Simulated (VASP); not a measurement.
Crystal: AgBr.

```
CELL_PARAMETERS angstrom
0.00000 2.88916 2.88916
2.88916 0.00000 2.88916
2.88916 2.88916 0.00000
ATOMIC_POSITIONS crystal
Ag 0.00000 0.00000 0.00000
Br 0.50000 0.50000 0.50000
```

This cell differs from its parent crystal: volume scaled by 1.02.

Base run:

- Program: VASP 6.6.1
- Functional: PBE
- Potentials or basis: VASP PAW PBE potentials, release 64 (Ag, Br)
- Cutoff: 500 eV
- k mesh: 8 × 8 × 8
- Occupations: fermi-dirac, width 0.05 eV
- Spin: no spin polarisation

Its results: band gap on the k mesh 0.68 eV, indirect (least direct gap 2.54 eV); pressure 1.3 GPa.

Problem. After a change of settings the same cell gave: band gap on the k mesh 0.68 eV, indirect (least direct gap 2.54 eV); pressure -1.1 GPa. Which change was it?
A. functional from PBE to RPBE; dispersion from none to D4
B. functional from PBE to BLYP
C. dispersion from none to D3(BJ)
D. functional from PBE to PBEsol

Solution. C.

Dispersion adds attraction, which lowers the pressure at fixed volume and, as a term added to the energy, leaves the levels alone.
